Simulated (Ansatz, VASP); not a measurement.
# SnO2: VASP beside Ansatz

Contents of INCAR:

```
SYSTEM = SnO2
PREC = Accurate
ENCUT = 520
EDIFF = 1E-7
ISMEAR = -1
SIGMA = 0.02
LREAL = .FALSE.
LASPH = .TRUE.
NELM = 80
ALGO = Normal
ISIF = 2
LWAVE = .FALSE.
LCHARG = .FALSE.
GGA = PE
NBANDS = 35
```

The input KPOINTS:

```
Automatic mesh
0
G
  6 6 8
  0 0 0
```

File POSCAR:

```
SnO2
1.0
    4.5701507755      0.0000000000      0.0000000000
    0.0000000000      4.5701507755      0.0000000000
    0.0000000000      0.0000000000      3.3039683021
Sn O
2 4
Direct
    0.0000000000      0.0000000000      0.0000000000
    0.5000000000      0.5000000000      0.5000000000
    0.3072751041      0.3072751041      0.0000000000
    0.1927248959      0.8072751041      0.5000000000
    0.8072751041      0.1927248959      0.5000000000
    0.6927248959      0.6927248959      0.0000000000
```

Input for Ansatz:

```yaml
crystal:
  lattice:
    - [4.5701507755, 0.0, 0.0]
    - [0.0, 4.5701507755, 0.0]
    - [0.0, 0.0, 3.3039683021]
  atoms:
    - { symbol: Sn, position: [0.0, 0.0, 0.0] }
    - { symbol: Sn, position: [0.5, 0.5, 0.5] }
    - { symbol: O, position: [0.3072751041, 0.3072751041, 0.0] }
    - { symbol: O, position: [0.1927248959, 0.8072751041, 0.5] }
    - { symbol: O, position: [0.8072751041, 0.1927248959, 0.5] }
    - { symbol: O, position: [0.6927248959, 0.6927248959, 0.0] }
kpoints:
  mp_grid: { grid: [6, 6, 8] }
  band_path:
    path:
      - [0.0, 0.0, 0.0]
      - [0.0, 0.5, 0.0]
      - [0.5, 0.5, 0.0]
      - [0.0, 0.0, 0.5]
      - [0.0, 0.5, 0.5]
      - [0.5, 0.5, 0.5]
    npoints: 1
hamiltonian:
  xc: pbe
scf:
  occupations: { method: fermi_dirac, width: 0.02 }
  n_extra_bands: 5
output:
  forces: true
  stress: true
  eigenvalues: true
```

Change from the starting cell: epitaxial_xy strain -4.0%.

Alike in both runs: task single point; functional PBE; k mesh 6 × 6 × 8; occupations fermi-dirac, width 0.02 eV; no spin polarisation.

```csv
,VASP,Ansatz
version,VASP 6.6.1,Ansatz 0.2.0
potentials or method,"VASP PAW PBE potentials, release 64 (Sn_d, O)","plane waves, PAW"
plane-wave cutoff (eV),520,420
valence electrons in the cell,52,52
```

|  | VASP | Ansatz | Ansatz less VASP |
| --- | --- | --- | --- |
| gap on the k mesh at the Fermi level (eV) | 1.50 | 1.50 | +0.008 |
| pressure (GPa) | 18.2 | 17.5 | -0.75 |
| traceless stress, the component that is largest in VASP (GPa) | -7.64 | -7.81 | -0.169 |
| rms of the force components (eV/Å) | 0.015 | 0.016 | +0.0012 |

Atom by atom the forces differ by 0.001 eV/Å (rms over components). With one functional, cell and mesh, what is left measures potentials, basis and numerics.
